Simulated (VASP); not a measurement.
# Bi4Te (R32) in VASP: a series of runs

The runs below take Bi4Te through single point, relaxation of cell and atoms, with PBE.

All numbers are computed with VASP 6.6.1; they aren't measurements. Logs are shortened: lines on timing, memory, paths and dates and some standing lists are left out, and cuts for length are marked.

**1. The cell of the first run**

The structure is trigonal, space group R32 (No. 155). Conventional cell: a = 6.621 Å, b = 6.621 Å, c = 13.058 Å, α = 90.00°, β = 90.00°, γ = 120.00°. Within 3.9 Å of Bi (site symmetry 32) lie 6 Bi at 2.93 Å. Within 3.8 Å of Bi (site symmetry 2) lie 2 Te at 2.86 to 3.76 Å and 6 Bi at 2.93 to 3.40 Å. Te (site symmetry 32) has 6 Bi at 2.86 to 3.76 Å within 3.8 Å.

The cell was built from a structure type or drawn by symmetry, and may not be a known phase.

**2. Single point, PBE**

INCAR reads:

```
PREC = Accurate ; ENCUT = 520
EDIFF = 1E-6 ; ISMEAR = 0
SIGMA = 0.1 ; LREAL = False
LASPH = True ; NELM = 100
ALGO = Normal ; ISIF = 2
LWAVE = False ; LCHARG = True
GGA = PE ; LELF = True
LVHAR = True ; NBANDS = 41
```

KPOINTS reads:

```
regular mesh
0
Gamma
  3 3 3
```

POSCAR reads:

```
Bi4Te
1.0
    3.3107322300      1.9114521400      4.3528080800
   -3.3107322300      1.9114521400      4.3528080800
    0.0000000000     -3.8229042900      4.3528080800
Bi Te
4 1
Direct
    0.5000000000      0.5000000000      0.5000000000
    0.5684095700      0.4315904300      0.0000000000
    0.0000000000      0.5684095700      0.4315904300
    0.4315904300      0.0000000000      0.5684095700
    0.0000000000      0.0000000000      0.0000000000
```

Potentials or basis: VASP PAW PBE potentials, release 64 (Bi_d, Te).

Run with:

```
$ cat potpaw_PBE.64/Bi_d/POTCAR potpaw_PBE.64/Te/POTCAR > POTCAR
$ mpirun -np 1 vasp_std > vasp.out
```

OUTCAR:

```text
PREC = Accurate
   ENCUT = 520
   EDIFF = 1E-6
   ISMEAR = 0
   LREAL = False
   LASPH = True
   NELM = 100
   ISIF = 2
   GGA = PE

 ion  position               nearest neighbor table
   1  0.500  0.500  0.500-   3 2.93   4 2.93   4 2.93   3 2.93   2 2.93   2 2.93
   2  0.568  0.432  0.000-   5 2.86   1 2.93   1 2.93   4 3.40   3 3.40   4 3.40   3 3.40   5 3.76

   3  0.000  0.568  0.432-   5 2.86   1 2.93   1 2.93   2 3.40   2 3.40   4 3.40   4 3.40   5 3.76

   4  0.432  0.000  0.568-   5 2.86   1 2.93   1 2.93   2 3.40   2 3.40   3 3.40   3 3.40   5 3.76

   5  0.000  0.000  0.000-   3 2.86   4 2.86   2 2.86   3 3.76   4 3.76   2 3.76

  LATTYP: Found a trigonal (rhomboedric) cell.
 ALAT       =     5.7932318583
 COS(alpha) =     0.3468148712

  Lattice vectors:

 A1 = (   3.3107322300,   1.9114521400,   4.3528080800)
 A2 = (  -3.3107322300,   1.9114521400,   4.3528080800)
 A3 = (   0.0000000000,  -3.8229042900,   4.3528080800)

Analysis of symmetry for initial positions (statically):
=====================================================================
 Subroutine PRICEL returns:
 Original cell was already a primitive cell.

 Routine SETGRP: Setting up the symmetry group for a
 trigonal (rhombohedral) supercell.

 Subroutine GETGRP returns: Found  6 space group operations
 (whereof  6 operations were pure point group operations)
 out of a pool of 12 trial point group operations.

The static configuration has the point symmetry D_3 .

Analysis of symmetry for dynamics (positions and initial velocities):
=====================================================================
 Subroutine PRICEL returns:
 Original cell was already a primitive cell.

 Routine SETGRP: Setting up the symmetry group for a
 trigonal (rhombohedral) supercell.

 Subroutine GETGRP returns: Found  6 space group operations
 (whereof  6 operations were pure point group operations)
 out of a pool of 12 trial point group operations.

The dynamic configuration has the point symmetry D_3 .

 Subroutine INISYM returns: Found  6 space group operations
 (whereof  6 operations are pure point group operations),
 and found     1 'primitive' translations

----------------------------------------------------------------------------------------

                                     Primitive cell
[... 70 lines left out ...]
   ISTART =      0    job   : 0-new  1-cont  2-samecut
   ICHARG =      2    charge: 1-file 2-atom 10-const
   ISPIN  =      1    spin polarized calculation?
   LNONCOLLINEAR =      F non collinear calculations
   LSORBIT =      F    spin-orbit coupling
   LASPH  =      T    aspherical Exc in radial PAW
   ENCUT  =  520.0 eV  38.22 Ry    6.18 a.u.  10.77 10.77 10.77*2*pi/ulx,y,z
   NELM   =    100;   NELMIN=  2; NELMDL= -5     # of ELM steps
   EDIFF  = 0.1E-05   stopping-criterion for ELM
   LREAL  =      F    real-space projection
[... 7 lines left out ...]
   TEBEG  =    0.0;   TEEND  =   0.0 temperature during run
   PSTRESS=    0.0 pullay stress
   NELECT =      66.0000    total number of electrons
   NUPDOWN=      -1.0000    fix difference up-down
   EMIN   =  10.00;   EMAX   =-10.00  energy-range for DOS
   EFERMI =   0.00;   METHOD = LEGACY
   ISMEAR =     0;   SIGMA  =   0.10  broadening in eV -4-tet -1-fermi 0-gaus
   EFERMI_NEDOS =   21; number of points for ismear=-14 and -15
   IALGO  =     38    algorithm
   IMIX   =      4    mixing-type and parameters
     AMIX     =   0.40;   BMIX     =  1.00
     AMIX_MAG =   1.60;   BMIX_MAG =  1.00
  volume/ion in A,a.u.               =      33.06       223.07
  Fermi-wavevector in a.u.,A,eV,Ry     =   1.205554  2.278167 19.774174  1.453361
  Thomas-Fermi vector in A             =   2.341247
   LORBIT       =      0    0 simple, 1 ext, 2 COOP (PROOUT), +10 PAW based schemes
   GGA     = PE    functional components
   LHFCALC =     F    Hartree Fock is set to
   AEXX    =    0.0000 exact exchange contribution
   IVDW    =     0    specifies the selected vdW correction
   LEPSILON=     F    determine dielectric tensor
   LRPA    =     F    only Hartree local field effects (RPA)
 non-spin polarized calculation
 Gauss-broadening in eV      SIGMA  =   0.10
  energy-cutoff  :      520.00
  volume of cell :      165.28
 maximum number of plane-waves:      4463
 NGX is ok and might be reduce to    48
   NGX = 21   NGY = 21   NGZ = 21

 number of electron      66.0000001 magnetization

 Free energy of the ion-electron system (eV)
  ---------------------------------------------------
  ext. energy  EPLUGINS =         0.00000000
  ---------------------------------------------------
  free energy    TOTEN  =       -16.48920732 eV

  energy without entropy =      -16.47418359  energy(sigma->0) =      -16.48169545

 E-fermi :   6.8198     XC(G=0):  -9.5395

 val. band max:        6.8100648298   @ k =  -0.3333   0.3333   0.3333
 cond. band min:       7.1306036774   @ k =   0.3333   0.0000   0.0000
 fundamental gap:      0.3205388476
 Fermi energy:         6.8198495587

 k-point     1 :       0.0000    0.0000    0.0000
  band No.  band energies     occupation
      1     -16.4288      2.00000
      2     -16.4288      2.00000
      3     -16.3965      2.00000
      4     -16.1908      2.00000
      5     -16.1908      2.00000
      6     -16.1260      2.00000
[... 253 lines left out ...]
     40      11.1393      0.00000
     41      12.0490      0.00000

------------------------ aborting loop because EDIFF is reached ----------------------------------------

  FORCE on cell =-STRESS in cart. coord.  units (eV):
  Direction    XX          YY          ZZ          XY          YZ          ZX
  --------------------------------------------------------------------------------------
  -------------------------------------------------------------------------------------
  Total       13.1223749     13.1223749     16.3005926      0.0000000     -0.0000000      0.0000000
  in kB      127.2081010    127.2081009    158.0176943      0.0000000     -0.0000001      0.0000000
  external PRESSURE =     137.4779654 kB  Pullay stress =       0.0000000 kB

 VOLUME and BASIS-vectors are now :
 -----------------------------------------------------------------------------
  energy-cutoff  :      520.00
  volume of cell :      165.28
      direct lattice vectors                 reciprocal lattice vectors
     3.310732230  1.911452140  4.352808080     0.151023993  0.087193743  0.076578918
    -3.310732230  1.911452140  4.352808080    -0.151023993  0.087193743  0.076578918
     0.000000000 -3.822904290  4.352808080     0.000000000 -0.174387486  0.076578918

 POSITION                                       TOTAL-FORCE (eV/Angst)
 -----------------------------------------------------------------------------------
      0.00000     -0.00000      6.52921        -0.000000      0.000000      0.000000
      0.45297      1.91145      4.35281        -0.594909      0.000000     -0.000000
     -1.88185     -0.56344      4.35281         0.297454     -0.515206      0.000000
      1.42888     -1.34801      4.35281         0.297454      0.515206      0.000000
      0.00000      0.00000      0.00000         0.000000      0.000000      0.000000
 -----------------------------------------------------------------------------------
    total drift:                                0.000000      0.000000     -0.000000

  FREE ENERGIE OF THE ION-ELECTRON SYSTEM (eV)
  ---------------------------------------------------
  free  energy   TOTEN  =       -16.4892073155 eV

  energy  without entropy=      -16.4741835866  energy(sigma->0) =      -16.48169545
```

OSZICAR:

```text
N       E                     dE             d eps       ncg     rms          rms(c)
DAV:   1     0.779585511154E+03    0.77959E+03   -0.33322E+04   492   0.185E+03
DAV:   2     0.762848011968E+02   -0.70330E+03   -0.68673E+03   500   0.524E+02
DAV:   3    -0.120778008823E+02   -0.88363E+02   -0.86549E+02   592   0.201E+02
DAV:   4    -0.163747436586E+02   -0.42969E+01   -0.42717E+01   559   0.472E+01
DAV:   5    -0.165871703906E+02   -0.21243E+00   -0.21239E+00   703   0.962E+00    0.795E+00
DAV:   6    -0.165057662029E+02    0.81404E-01   -0.10298E-01   615   0.563E+00    0.505E+00
DAV:   7    -0.164886914349E+02    0.17075E-01   -0.13372E-01   612   0.415E+00    0.416E-01
DAV:   8    -0.164885756913E+02    0.11574E-03   -0.38057E-02   590   0.286E+00    0.295E-01
DAV:   9    -0.164891434513E+02   -0.56776E-03   -0.58916E-03   623   0.591E-01    0.714E-02
DAV:  10    -0.164891853440E+02   -0.41893E-04   -0.53117E-04   598   0.429E-01    0.337E-02
DAV:  11    -0.164892044390E+02   -0.19095E-04   -0.10153E-04   577   0.108E-01    0.688E-03
DAV:  12    -0.164892068490E+02   -0.24100E-05   -0.17072E-05   679   0.499E-02    0.643E-03
DAV:  13    -0.164892073155E+02   -0.46647E-06   -0.41167E-06   488   0.207E-02
   1 F= -.16489207E+02 E0= -.16481695E+02  d E =-.150237E-01
```

Run time: 60 s. Hardware: 1 thread of Intel Xeon Platinum 8488C (Sapphire Rapids), shared host; peak memory 0.31 GiB.

Results:

- Free energy: -16.4892 eV
- Pressure: 13.7 GPa
- Largest force: 0.595 eV/Å
- Band gap on the k mesh: zero (bands 33 and 34 overlap by 1.78 eV)

Forces in eV/Å, atoms in the order of the input:
```
Bi   0.000  0.000  0.000
Bi  -0.595  0.000  0.000
Bi   0.297 -0.515  0.000
Bi   0.297  0.515  0.000
Te   0.000  0.000  0.000
```

Levels at points of the mesh, in eV from the Fermi level:
| k point | band 31 | band 32 | band 33 | band 34 | band 35 | band 36 |
| --- | --- | --- | --- | --- | --- | --- |
| (0.00, 0.00, 0.00) | -2.48 | -1.35 | 1.47 | 1.47 | 2.36 | 2.76 |

Caveat: the k points lie up to 0.40 Å⁻¹ apart, too coarse for converged energies and pressures of a metal; spin-orbit coupling is left out, which moves the levels of the heavy elements.

**3. Single point, PBE**

This run uses another cell than the first one, of 41.51 Å³/atom.

INCAR reads:

```
SYSTEM = Bi4Te
ALGO     = Fast           ! electronic algorithm
EDIFF    = 1E-6           ! SCF threshold, eV
ENCUT    = 520            ! plane-wave cutoff, eV
GGA      = PE             ! functional
ISIF     = 2              ! what is computed and relaxed
ISMEAR   = 0              ! smearing method
LASPH    = .TRUE.         ! aspherical terms in the spheres
LCHARG   = .TRUE.         ! write CHGCAR
LELF     = .TRUE.         ! ELF
LREAL    = .FALSE.        ! projectors in reciprocal space
LVHAR    = .TRUE.       
LWAVE    = .FALSE.        ! write WAVECAR
NBANDS   = 41             ! bands
NELM     = 80             ! most SCF steps
PREC     = Accurate       ! precision mode
SIGMA    = 0.1            ! smearing width, eV
```

KPOINTS reads:

```
k-points
0
G
  3 3 3
  0 0 0
```

POSCAR reads:

```
Bi4Te
1.0
    3.4464965147      1.9898356886      5.0441631956
   -3.4464965147      1.9898356886      5.0441631956
    0.0000000000     -3.9796713830      5.0441631933
Bi Te
4 1
Direct
    0.5000000000      0.5000000000      0.5000000000
    0.5572315600      0.4427684400      0.0000000000
    0.0000000000      0.5572315600      0.4427684400
    0.4427684400      0.0000000000      0.5572315600
    0.0000000000      0.0000000000      0.0000000000
```

Potentials or basis: VASP PAW PBE potentials, release 64 (Bi_d, Te).

Run with:

```
$ cat potpaw_PBE.64/Bi_d/POTCAR potpaw_PBE.64/Te/POTCAR > POTCAR
$ mpirun -np 1 vasp_std > vasp.out
```

Run time: 81 s. Hardware: 1 thread of Intel Xeon Platinum 8488C (Sapphire Rapids), shared host; peak memory 0.33 GiB.

It converged, with:

| Item | Value |
| --- | --- |
| Free energy | -18.1402 eV |
| Pressure | 0.0 GPa |
| Band gap on the k mesh | zero (bands 33 and 34 overlap by 1.93 eV) |

Forces in eV/Å, atoms in the order of the input:
```
Bi   0.000  0.000  0.000
Bi   0.003  0.000  0.000
Bi  -0.001  0.002  0.000
Bi  -0.001 -0.002  0.000
Te   0.000  0.000  0.000
```

Stress tensor (GPa, compression positive):
```
-0.03  0.00  0.00
 0.00 -0.03  0.00
 0.00  0.00  0.12
```

Levels at points of the mesh, in eV from the Fermi level:
```tsv
k point	band 31	band 32	band 33	band 34	band 35	band 36
(0.00, 0.00, 0.00)	-1.95	-0.62	1.81	1.81	2.47	3.17
```

Caveat: the k points lie up to 0.38 Å⁻¹ apart, too coarse for converged energies and pressures of a metal; spin-orbit coupling is left out, which moves the levels of the heavy elements.

(Part 1 of 2 ends here.)
